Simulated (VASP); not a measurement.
Input of a VASP 6.6.1 run:

INCAR

```
  PREC = Accurate
  ENCUT = 520
  EDIFF = 1E-6
  ISMEAR = 0
  SIGMA = 0.02
  LREAL = F
  LASPH = T
  NELM = 150
  ALGO = Normal
  ISIF = 2
  LWAVE = F
  LCHARG = T
  LMAXMIX = 4
  LDAU = T
  LDAUTYPE = 2
  LDAUL = 2 -1
  LDAUU = 4 0
  LDAUJ = 0 0
  LDAUPRINT = 1
  GGA = PE
  LELF = T
  LVHAR = T
  NBANDS = 60
```

File KPOINTS:

```
Automatic mesh
0
Gamma
  6 4 6
```

POSCAR

```
TiO2
1.0
    4.5453143538      0.0000000000      0.0000000000
    0.0000000000      5.5032074459      0.0000000000
    0.0000000000      0.0000000000      4.9271704870
Ti O
4 8
Direct
    0.5000000000      0.6706333521      0.7500000000
    0.0000000000      0.8293666479      0.2500000000
    0.5000000000      0.3293666479      0.2500000000
    0.0000000000      0.1706333521      0.7500000000
    0.7290262914      0.6149433631      0.0803880766
    0.2290262914      0.8850566369      0.9196119234
    0.7709737086      0.8850566369      0.5803880766
    0.2709737086      0.6149433631      0.4196119234
    0.7290262914      0.3850566369      0.5803880766
    0.2290262914      0.1149433631      0.4196119234
    0.7709737086      0.1149433631      0.0803880766
    0.2709737086      0.3850566369      0.9196119234
```

Potentials or basis: VASP PAW PBE potentials, release 64 (Ti_sv, O).

The run is started by

```console
$ cat potpaw_PBE.64/Ti_sv/POTCAR potpaw_PBE.64/O/POTCAR > POTCAR
$ mpirun -np 1 vasp_std > vasp.out
```

Question: Estimate the largest force.

Answer: 0.272 eV/Å.

Question: What does it give for the band gap on the k mesh?

Answer: 3.04 eV, indirect (least direct gap 3.09 eV).

Question: Estimate the pressure.

Answer: 11.5 GPa.

Eigenvalues of the final occupation matrices:
| site | spin | trace | eigenvalues |
| --- | --- | --- | --- |
| site 1 d | 1 | 0.80 | 0.09 0.09 0.11 0.25 0.26 |
| site 1 d | 2 | 0.80 | 0.09 0.09 0.11 0.25 0.26 |
| site 2 d | 1 | 0.80 | 0.09 0.09 0.11 0.25 0.26 |
| site 2 d | 2 | 0.80 | 0.09 0.09 0.11 0.25 0.26 |
| site 3 d | 1 | 0.80 | 0.09 0.09 0.11 0.25 0.26 |
| site 3 d | 2 | 0.80 | 0.09 0.09 0.11 0.25 0.26 |
| site 4 d | 1 | 0.80 | 0.09 0.09 0.11 0.25 0.26 |
| site 4 d | 2 | 0.80 | 0.09 0.09 0.11 0.25 0.26 |

Caveat: the cell differs from its parent crystal (equal strain along all axes, cell held: -1.0 %, then relaxed in part). A k mesh can miss the band edges.
